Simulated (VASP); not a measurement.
# KF (Fm-3m) in VASP: further runs

Runs on KF. Level: PBE+D3(BJ). Tasks: single point, relaxation of cell and atoms.

All numbers are computed with VASP 6.6.1; they aren't measurements. Logs are shortened: lines on timing, memory, paths and dates and some standing lists are left out, and cuts for length are marked.

## 1. The cell of the first run

The structure is cubic, space group Fm-3m (No. 225). The conventional cell has a = 5.309 Å, b = 5.309 Å, c = 5.309 Å, α = 90.00°, β = 90.00°, γ = 90.00°. Within 3.5 Å of K (site symmetry m-3m) lie 6 F at 2.65 Å. F (site symmetry m-3m) has 6 K at 2.65 Å within 3.5 Å.

## 2. Single point, PBE+D3(BJ)

File INCAR:

```
  ALGO = Normal
  EDIFF = 1E-6
  ENCUT = 600
  GGA = PE
  GGA_COMPAT = F
  ISIF = 2
  ISMEAR = 0
  IVDW = 12
  LASPH = T
  LCHARG = T
  LELF = T
  LREAL = F
  LVHAR = T
  LWAVE = F
  NBANDS = 15
  NELM = 120
  PREC = Accurate
  SIGMA = 0.1
```

File KPOINTS:

```
k-points
0
Gamma
  6 6 6
```

File POSCAR:

```
KF
1.0
    0.0000000000      2.6544134000      2.6544134000
    2.6544134000      0.0000000000      2.6544134000
    2.6544134000      2.6544134000      0.0000000000
K F
1 1
Direct
    0.0000000000      0.0000000000      0.0000000000
    0.5000000000      0.5000000000      0.5000000000
```

Potentials or basis: VASP PAW PBE potentials, release 64 (K_sv, F).

Command:

```
$ cat potpaw_PBE.64/K_sv/POTCAR potpaw_PBE.64/F/POTCAR > POTCAR
$ mpirun -np 1 vasp_std > vasp.out
```

OUTCAR:

```text
EDIFF = 1E-6
   ENCUT = 600
   GGA = PE
   ISIF = 2
   ISMEAR = 0
   IVDW = 12
   LASPH = T
   LREAL = F
   NELM = 120
   PREC = Accurate
 IVDW          = 12

 ion  position               nearest neighbor table
   1  0.000  0.000  0.000-   2 2.65   2 2.65   2 2.65   2 2.65   2 2.65   2 2.65
   2  0.500  0.500  0.500-   1 2.65   1 2.65   1 2.65   1 2.65   1 2.65   1 2.65

  LATTYP: Found a face centered cubic cell.
 ALAT       =     5.3088268000

  Lattice vectors:

 A1 = (   0.0000000000,   2.6544134000,   2.6544134000)
 A2 = (   2.6544134000,   0.0000000000,   2.6544134000)
 A3 = (   2.6544134000,   2.6544134000,   0.0000000000)

Analysis of symmetry for initial positions (statically):
=====================================================================
 Subroutine PRICEL returns:
 Original cell was already a primitive cell.

 Routine SETGRP: Setting up the symmetry group for a
 face centered cubic supercell.

 Subroutine GETGRP returns: Found 48 space group operations
 (whereof 48 operations were pure point group operations)
 out of a pool of 48 trial point group operations.

The static configuration has the point symmetry O_h .

Analysis of symmetry for dynamics (positions and initial velocities):
=====================================================================
 Subroutine PRICEL returns:
 Original cell was already a primitive cell.

 Routine SETGRP: Setting up the symmetry group for a
 face centered cubic supercell.

 Subroutine GETGRP returns: Found 48 space group operations
 (whereof 48 operations were pure point group operations)
 out of a pool of 48 trial point group operations.

The dynamic configuration has the point symmetry O_h .

 Subroutine INISYM returns: Found 48 space group operations
 (whereof 48 operations are pure point group operations),
 and found     1 'primitive' translations

----------------------------------------------------------------------------------------

                                     Primitive cell

  volume of cell :      37.4055

  direct lattice vectors                    reciprocal lattice vectors
     0.000000000  2.654413400  2.654413400    -0.188365535  0.188365535  0.188365535
     2.654413400  0.000000000  2.654413400     0.188365535 -0.188365535  0.188365535
     2.654413400  2.654413400  0.000000000     0.188365535  0.188365535 -0.188365535

  length of vectors
     3.753907430  3.753907430  3.753907430     0.326258677  0.326258677  0.326258677

  position of ions in fractional coordinates (direct lattice)
     0.000000000  0.000000000  0.000000000
     0.500000000  0.500000000  0.500000000

  ion indices of the primitive-cell ions
   primitive index   ion index
                 1           1
                 2           2

----------------------------------------------------------------------------------------

 KPOINTS: k-points

Automatic generation of k-mesh.
 Grid dimensions read from file:
 generate k-points for:    6    6    6

 Generating k-lattice:

  Cartesian coordinates                     Fractional coordinates (reciprocal lattice)
    -0.031394256  0.031394256  0.031394256     0.166666667  0.000000000  0.000000000
     0.031394256 -0.031394256  0.031394256     0.000000000  0.166666667  0.000000000
     0.031394256  0.031394256 -0.031394256     0.000000000  0.000000000  0.166666667

  Length of vectors
     0.054376446  0.054376446  0.054376446

  Shift w.r.t. Gamma in fractional coordinates (k-lattice)
     0.000000000  0.000000000  0.000000000

 Subroutine IBZKPT returns following result:
 ===========================================

 Found     16 irreducible k-points:

 Following reciprocal coordinates:
            Coordinates               Weight
  0.000000  0.000000  0.000000      1.000000
  0.166667  0.000000  0.000000      8.000000
  0.333333  0.000000  0.000000      8.000000
  0.500000  0.000000  0.000000      4.000000
  0.166667  0.166667  0.000000      6.000000
  0.333333  0.166667  0.000000     24.000000
[... 8 lines left out ...]
 -0.333333  0.333333  0.166667     24.000000
 -0.333333  0.500000  0.166667     12.000000
   k-points           NKPTS =     16   k-points in BZ     NKDIM =     16   number of bands    NBANDS=     15
   number of dos      NEDOS =    301   number of ions     NIONS =      2
   total plane-waves  NPLWV =  27000
   dimension x,y,z NGX =    30 NGY =   30 NGZ =   30
   dimension x,y,z NGXF=    60 NGYF=   60 NGZF=   60
   ions per type =               1   1
   NGX,Y,Z   is equivalent  to a cutoff of  13.29, 13.29, 13.29 a.u.
   NGXF,Y,Z  is equivalent  to a cutoff of  26.57, 26.57, 26.57 a.u.
 SYSTEM =  unknown system
   PREC   = accura    normal or accurate (medium, high low for compatibility)
   ISTART =      0    job   : 0-new  1-cont  2-samecut
   ICHARG =      2    charge: 1-file 2-atom 10-const
   ISPIN  =      1    spin polarized calculation?
   LNONCOLLINEAR =      F non collinear calculations
   LSORBIT =      F    spin-orbit coupling
   LASPH  =      T    aspherical Exc in radial PAW
   ENCUT  =  600.0 eV  44.10 Ry    6.64 a.u.   7.50  7.50  7.50*2*pi/ulx,y,z
   NELM   =    120;   NELMIN=  2; NELMDL= -5     # of ELM steps
   EDIFF  = 0.1E-05   stopping-criterion for ELM
   LREAL  =      F    real-space projection
   EDIFFG = 0.1E-04   stopping-criterion for IOM
   NSW    =      0    number of steps for IOM
   IBRION =     -1    ionic relax: 0-MD 1-quasi-New 2-CG
   NFREE  =      0    steps in history (QN), initial steepest desc. (CG)
   ISIF   =      2    stress and relaxation
   ISYM   =      2    0-nonsym 1-usesym 2-fastsym
   POTIM  = 0.5000    time-step for ionic-motion
   TEBEG  =    0.0;   TEEND  =   0.0 temperature during run
   PSTRESS=    0.0 pullay stress
   NELECT =      16.0000    total number of electrons
   NUPDOWN=      -1.0000    fix difference up-down
   EMIN   =  10.00;   EMAX   =-10.00  energy-range for DOS
   EFERMI =   0.00;   METHOD = LEGACY
   ISMEAR =     0;   SIGMA  =   0.10  broadening in eV -4-tet -1-fermi 0-gaus
   EFERMI_NEDOS =   21; number of points for ismear=-14 and -15
   IALGO  =     38    algorithm
   IMIX   =      4    mixing-type and parameters
     AMIX     =   0.40;   BMIX     =  1.00
     AMIX_MAG =   1.60;   BMIX_MAG =  1.00
  volume/ion in A,a.u.               =      18.70       126.21
  Fermi-wavevector in a.u.,A,eV,Ry     =   1.233492  2.330962 20.701292  1.521502
  Thomas-Fermi vector in A             =   2.368220
   LORBIT       =      0    0 simple, 1 ext, 2 COOP (PROOUT), +10 PAW based schemes
   GGA     = PE    functional components
   LHFCALC =     F    Hartree Fock is set to
   AEXX    =    0.0000 exact exchange contribution
   IVDW    =    12    specifies the selected vdW correction
   LEPSILON=     F    determine dielectric tensor
   LRPA    =     F    only Hartree local field effects (RPA)
 non-spin polarized calculation
 Gauss-broadening in eV      SIGMA  =   0.10
  energy-cutoff  :      600.00
  volume of cell :       37.41
 maximum number of plane-waves:      1272
 NGX is ok and might be reduce to    30
   NGX = 15   NGY = 15   NGZ = 15

 number of electron      16.0000003 magnetization

 Free energy of the ion-electron system (eV)
  ---------------------------------------------------
  ext. energy  EPLUGINS =         0.00000000
  ---------------------------------------------------
  free energy    TOTEN  =        -8.28267985 eV

  energy without entropy =       -8.28267985  energy(sigma->0) =       -8.28267985

 E-fermi :  -2.2918     XC(G=0):  -8.4931

 val. band max:       -2.7530504174   @ k =   0.0000   0.0000   0.0000
 cond. band min:       3.5183808963   @ k =   0.0000   0.0000   0.0000
 fundamental gap:      6.2714313137
 Fermi energy:        -2.2917656936

 k-point     1 :       0.0000    0.0000    0.0000
  band No.  band energies     occupation
      1     -28.8350      2.00000
      2     -21.4207      2.00000
      3     -12.0710      2.00000
      4     -12.0710      2.00000
      5     -12.0710      2.00000
      6      -2.7531      2.00000
      7      -2.7531      2.00000
      8      -2.7531      2.00000
      9       3.5184      0.00000
     10       7.9825      0.00000
     11       7.9825      0.00000
     12       7.9825      0.00000
     13       9.6808      0.00000
     14       9.6808      0.00000
     15      14.3181      0.00000

 k-point     2 :       0.1667    0.0000    0.0000
  band No.  band energies     occupation
      1     -28.8093      2.00000
      2     -21.4448      2.00000
      3     -12.1434      2.00000
      4     -12.0806      2.00000
      5     -12.0806      2.00000
      6      -2.9921      2.00000
      7      -2.8470      2.00000
      8      -2.8470      2.00000
      9       4.2734      0.00000
     10       7.6012      0.00000
     11       8.3510      0.00000
     12       8.3510      0.00000
     13       9.9478      0.00000
     14       9.9478      0.00000
     15      15.5480      0.00000

 k-point     3 :       0.3333    0.0000    0.0000
  band No.  band energies     occupation
      1     -28.7573      2.00000
      2     -21.4939      2.00000
      3     -12.2861      2.00000
      4     -12.0994      2.00000
      5     -12.0994      2.00000
      6      -3.3924      2.00000
      7      -3.0285      2.00000
      8      -3.0285      2.00000
      9       5.8300      0.00000
     10       7.4180      0.00000
     11       9.0904      0.00000
     12       9.0904      0.00000
     13      10.7972      0.00000
     14      10.7972      0.00000
     15      15.2285      0.00000
[... 199 lines left out ...]
 k-point    15 :      -0.3333    0.3333    0.1667
  band No.  band energies     occupation
      1     -28.7118      2.00000
      2     -21.4812      2.00000
      3     -12.4428      2.00000
      4     -12.3923      2.00000
      5     -12.1561      2.00000
      6      -3.2433      2.00000
      7      -2.9852      2.00000
      8      -2.9626      2.00000
      9       6.8872      0.00000
     10       7.2284      0.00000
     11       8.7988      0.00000
     12      10.5612      0.00000
     13      11.1875      0.00000
     14      12.4471      0.00000
     15      12.9338      0.00000

 k-point    16 :      -0.3333    0.5000    0.1667
  band No.  band energies     occupation
      1     -28.7062      2.00000
      2     -21.4619      2.00000
      3     -12.5732      2.00000
      4     -12.3890      2.00000
      5     -12.1950      2.00000
      6      -3.0821      2.00000
      7      -2.9400      2.00000
      8      -2.8680      2.00000
      9       6.2316      0.00000
     10       7.9702      0.00000
     11       8.3033      0.00000
     12      10.9005      0.00000
     13      11.6063      0.00000
     14      12.5177      0.00000
     15      12.7472      0.00000

------------------------ aborting loop because EDIFF is reached ----------------------------------------

 Edisp (eV)   -0.32273

 E8    (eV) :    -0.1529

  FORCE on cell =-STRESS in cart. coord.  units (eV):
  Direction    XX          YY          ZZ          XY          YZ          ZX
  --------------------------------------------------------------------------------------
  -------------------------------------------------------------------------------------
  Total       0.17495     0.17495     0.17495     0.00000     0.00000    -0.00000
  in kB       7.49372     7.49372     7.49372     0.00000     0.00000    -0.00000
  external pressure =        7.49 kB  Pullay stress =        0.00 kB

 VOLUME and BASIS-vectors are now :
 -----------------------------------------------------------------------------
  energy-cutoff  :      600.00
  volume of cell :       37.41
      direct lattice vectors                 reciprocal lattice vectors
     0.000000000  2.654413400  2.654413400    -0.188365535  0.188365535  0.188365535
     2.654413400  0.000000000  2.654413400     0.188365535 -0.188365535  0.188365535
     2.654413400  2.654413400  0.000000000     0.188365535  0.188365535 -0.188365535

 POSITION                                       TOTAL-FORCE (eV/Angst)
 -----------------------------------------------------------------------------------
      0.00000      0.00000      0.00000        -0.000000     -0.000000     -0.000000
      2.65441      2.65441      2.65441         0.000000      0.000000      0.000000
 -----------------------------------------------------------------------------------
    total drift:                                0.000000      0.000000      0.000000

  FREE ENERGIE OF THE ION-ELECTRON SYSTEM (eV)
  ---------------------------------------------------
  free  energy   TOTEN  =        -8.6054113609 eV

  energy  without entropy=       -8.6054113609  energy(sigma->0) =       -8.60541136
```

Wall time 8.7 s (1 thread of Intel Xeon Platinum 8559C (Emerald Rapids), shared host); peak memory 0.17 GiB.

Results:

```
Free energy                : -8.6054 eV
Pressure                   : 0.7 GPa
Band gap on the k mesh     : 6.27 eV
Dispersion energy per atom : -0.161 eV
```

## 3. Single point, PBE+D3(BJ)

This run uses another cell than the first one, of 19.10 Å³/atom.

File INCAR:

```
SYSTEM = KF
PREC = Accurate
ENCUT = 600
EDIFF = 1E-6
ISMEAR = 0
SIGMA = 0.02
LREAL = .False.
LASPH = .True.
NELM = 120
ALGO = Normal
ISIF = 2
LWAVE = .False.
LCHARG = .False.
GGA = PE
IVDW = 12
NBANDS = 15
GGA_COMPAT = .False.
```

File KPOINTS:

```
regular mesh
0
Gamma
  8 8 8
  0 0 0
```

File POSCAR:

```
KF
1.0
    0.0000000000      2.6731999349      2.6731999349
    2.6731999349      0.0000000000      2.6731999349
    2.6731999349      2.6731999349      0.0000000000
K F
1 1
Direct
    0.0000000000      0.0000000000      0.0000000000
    0.5000000000      0.5000000000      0.5000000000
```

Potentials or basis: VASP PAW PBE potentials, release 64 (K_sv, F).

Command:

```
$ cat potpaw_PBE.64/K_sv/POTCAR potpaw_PBE.64/F/POTCAR > POTCAR
$ mpirun -np 1 vasp_std > vasp.out
```

OUTCAR:

```text
SYSTEM = KF
   PREC = Accurate
   ENCUT = 600
   EDIFF = 1E-6
   ISMEAR = 0
   LREAL = .False.
   LASPH = .True.
   NELM = 120
   ISIF = 2
   GGA = PE
   IVDW = 12
 IVDW          = 12

 ion  position               nearest neighbor table
   1  0.000  0.000  0.000-   2 2.67   2 2.67   2 2.67   2 2.67   2 2.67   2 2.67
   2  0.500  0.500  0.500-   1 2.67   1 2.67   1 2.67   1 2.67   1 2.67   1 2.67

  LATTYP: Found a face centered cubic cell.
 ALAT       =     5.3463998698

  Lattice vectors:

 A1 = (   0.0000000000,   2.6731999349,   2.6731999349)
 A2 = (   2.6731999349,   0.0000000000,   2.6731999349)
 A3 = (   2.6731999349,   2.6731999349,   0.0000000000)

Analysis of symmetry for initial positions (statically):
=====================================================================
 Subroutine PRICEL returns:
 Original cell was already a primitive cell.

 Routine SETGRP: Setting up the symmetry group for a
 face centered cubic supercell.

 Subroutine GETGRP returns: Found 48 space group operations
 (whereof 48 operations were pure point group operations)
 out of a pool of 48 trial point group operations.

The static configuration has the point symmetry O_h .

Analysis of symmetry for dynamics (positions and initial velocities):
=====================================================================
 Subroutine PRICEL returns:
 Original cell was already a primitive cell.

 Routine SETGRP: Setting up the symmetry group for a
 face centered cubic supercell.

 Subroutine GETGRP returns: Found 48 space group operations
 (whereof 48 operations were pure point group operations)
 out of a pool of 48 trial point group operations.

The dynamic configuration has the point symmetry O_h .

 Subroutine INISYM returns: Found 48 space group operations
 (whereof 48 operations are pure point group operations),
 and found     1 'primitive' translations

----------------------------------------------------------------------------------------

                                     Primitive cell

  volume of cell :      38.2054

  direct lattice vectors                    reciprocal lattice vectors
     0.000000000  2.673199935  2.673199935    -0.187041752  0.187041752  0.187041752
[... 121 lines left out ...]
 maximum number of plane-waves:      1298
   NGX = 15   NGY = 15   NGZ = 15

 number of electron      15.9999996 magnetization

 Free energy of the ion-electron system (eV)
  ---------------------------------------------------
  ext. energy  EPLUGINS =         0.00000000
  ---------------------------------------------------
  free energy    TOTEN  =        -8.29244435 eV

  energy without entropy =       -8.29244435  energy(sigma->0) =       -8.29244435

 E-fermi :  -2.6125     XC(G=0):  -8.3967

 val. band max:       -2.8104407138   @ k =   0.0000   0.0000   0.0000
 cond. band min:       3.3488061929   @ k =   0.0000   0.0000   0.0000
 fundamental gap:      6.1592469067
 Fermi energy:        -2.6124906674

 k-point     1 :       0.0000    0.0000    0.0000
  band No.  band energies     occupation
      1     -28.9504      2.00000
      2     -21.4669      2.00000
      3     -12.2024      2.00000
      4     -12.2024      2.00000
      5     -12.2024      2.00000
      6      -2.8104      2.00000
      7      -2.8104      2.00000
      8      -2.8104      2.00000
      9       3.3488      0.00000
     10       7.8664      0.00000
     11       7.8664      0.00000
     12       7.8664      0.00000
     13       9.5362      0.00000
     14       9.5362      0.00000
[... 401 lines left out ...]
      2     -21.5304      2.00000
      3     -12.5210      2.00000
      4     -12.4172      2.00000
      5     -12.2750      2.00000
      6      -3.3786      2.00000
      7      -3.0884      2.00000
      8      -3.0656      2.00000
      9       6.5830      0.00000
     10       7.2756      0.00000
     11       8.8582      0.00000
     12       9.9015      0.00000
     13      11.1539      0.00000
     14      12.2019      0.00000
     15      12.4470      0.00000

 [... further k-points ...]

------------------------ aborting loop because EDIFF is reached ----------------------------------------

 Edisp (eV)   -0.31597

 E8    (eV) :    -0.1498

  FORCE on cell =-STRESS in cart. coord.  units (eV):
  Direction    XX          YY          ZZ          XY          YZ          ZX
  --------------------------------------------------------------------------------------
  -------------------------------------------------------------------------------------
  Total       0.00279     0.00279     0.00279    -0.00000    -0.00000    -0.00000
  in kB       0.11718     0.11718     0.11718    -0.00000    -0.00000    -0.00000
  external pressure =        0.12 kB  Pullay stress =        0.00 kB

 VOLUME and BASIS-vectors are now :
 -----------------------------------------------------------------------------
  energy-cutoff  :      600.00
  volume of cell :       38.21
      direct lattice vectors                 reciprocal lattice vectors
     0.000000000  2.673199935  2.673199935    -0.187041752  0.187041752  0.187041752
     2.673199935  0.000000000  2.673199935     0.187041752 -0.187041752  0.187041752
     2.673199935  2.673199935  0.000000000     0.187041752  0.187041752 -0.187041752

 POSITION                                       TOTAL-FORCE (eV/Angst)
 -----------------------------------------------------------------------------------
      0.00000      0.00000      0.00000         0.000000      0.000000      0.000000
      2.67320      2.67320      2.67320        -0.000000     -0.000000     -0.000000
 -----------------------------------------------------------------------------------
    total drift:                                0.000000      0.000000      0.000000

  FREE ENERGIE OF THE ION-ELECTRON SYSTEM (eV)
  ---------------------------------------------------
  free  energy   TOTEN  =        -8.6084156641 eV

  energy  without entropy=       -8.6084156641  energy(sigma->0) =       -8.60841566
```

stdout:

```text
POSCAR found type information on POSCAR K F
 POSCAR found :  2 types and       2 ions
 scaLAPACK will be used
 LDA part: xc-table for (Slater+PW92), standard interpolation
 POSCAR, INCAR and KPOINTS ok, starting setup
 FFT: planning ... GRIDC
 FFT: planning ... GRID_SOFT
 FFT: planning ... GRID
 WAVECAR not read
 entering main loop
```

It took 18 s on 1 thread of Intel Xeon Platinum 8559C (Emerald Rapids), shared host; peak memory 0.18 GiB.

What came out:

- Free energy: -8.6084 eV
- Pressure: 0.0 GPa
- Band gap on the k mesh: 6.16 eV
- Dispersion energy per atom: -0.158 eV

Levels at points of the mesh, in eV from the valence-band top:
```tsv
k point	band 4	band 5	band 6	band 7	band 8	band 9	band 10	band 11	band 12	band 13
(0.00, 0.00, 0.00)	-9.39	-9.39	0.00	0.00	0.00	6.16	10.68	10.68	10.68	12.35
(0.50, 0.00, 0.00)	-9.43	-9.43	-0.79	-0.35	-0.35	9.06	10.60	12.07	12.07	14.29
(0.50, 0.50, 0.00)	-9.60	-9.60	-0.21	-0.06	-0.06	8.20	10.30	11.80	13.61	14.22
```

A k mesh can miss the band edges.

[end of part 1 of 2]
